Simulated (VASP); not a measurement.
SnO: single point with LDA

The system is SnO.

```
Sn O
1.0
     3.82718    0.00000    0.00000
     0.00000    3.82718    0.00000
     0.00000    0.00000    4.86803
Sn O
2 2
Direct
  0.00000 0.50000 0.23850
  0.50000 0.00000 0.76150
  0.00000 0.00000 0.00000
  0.50000 0.50000 0.00000
```

This cell differs from its parent crystal: volume scaled by 1.02.

| Quantity | Value |
| --- | --- |
| Program | VASP 6.6.1 |
| Task | single point |
| Functional | LDA |
| Potentials or basis | VASP PAW LDA potentials, release 64 (Sn_d, O) |
| Cutoff | 520 eV |
| k mesh | 6 × 6 × 5 |
| Occupations | fermi-dirac, width 0.02 eV |
| Spin | no spin polarisation |
| Dipole correction | no |
| Further INCAR settings | ALGO = Normal; EDIFF = 1e-07; NBANDS = 28 |

The pressure is -4.3 GPa, the largest force is 0.416 eV/Å and the band gap on the k mesh is 0.15 eV, indirect (least direct gap 1.98 eV).

Forces on the atoms (eV/Å):
```
Sn   0.000  0.000 -0.416
Sn   0.000  0.000  0.416
O    0.000  0.000  0.000
O    0.000  0.000  0.000
```

Stress tensor (GPa, compression positive):
```
-4.47  0.00  0.00
 0.00 -4.47  0.00
 0.00  0.00 -3.89
```

Levels at points of the mesh, in eV from the valence-band top:
| k point | band 17 | band 18 | band 19 | band 20 | band 21 | band 22 | band 23 | band 24 |
| --- | --- | --- | --- | --- | --- | --- | --- | --- |
| (0.00, 0.00, 0.00) | -3.30 | -3.00 | -3.00 | 0.00 | 2.06 | 4.28 | 4.68 | 4.68 |
| (0.50, 0.00, 0.00) | -4.67 | -4.67 | -2.58 | -2.58 | 3.14 | 3.14 | 5.84 | 5.84 |
| (0.50, 0.50, 0.00) | -2.33 | -2.33 | -1.83 | -1.83 | 0.15 | 0.15 | 4.43 | 4.43 |

Wall time 34 s on 1 thread of Intel Xeon 6975P-C, on a shared host, peak memory 0.18 GiB.

Caveat: spin-orbit coupling is left out, which moves the levels of the heavy elements. A k mesh can miss the band edges.
